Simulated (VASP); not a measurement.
The system is Ge.

```
Ge
1.0
     1.42455   -2.65152    0.00000
     1.42455    2.65152    0.00000
     0.00000    0.00000    2.75115
Ge
1
Direct
  0.50000 0.50000 0.00000
```

Base run:

- Program: VASP 6.6.1
- Functional: r2SCAN
- Potentials or basis: VASP PAW PBE potentials, release 64 (Ge_d)
- Cutoff: 520 eV
- k mesh: 11 × 11 × 10
- Occupations: fermi-dirac, width 0.05 eV
- Spin: no spin polarisation

Its results: band gap on the k mesh zero (band 7 reaches 12.18 eV, above the bottom of band 8 at 3.19 eV); pressure -6.3 GPa.

Question: The run is repeated on the same cell with these changes: functional from r2SCAN to LDA; potentials or basis from VASP PAW PBE potentials, release 64 (Ge_d) to VASP PAW LDA potentials, release 64 (Ge_d). What comes out?

Answer: Band gap on the k mesh zero (band 7 reaches 11.63 eV, above the bottom of band 8 at 3.16 eV); pressure -8.3 GPa.

Caveats: the PAW data sets were made with another functional, which shifts forces and pressure a little (some runs).
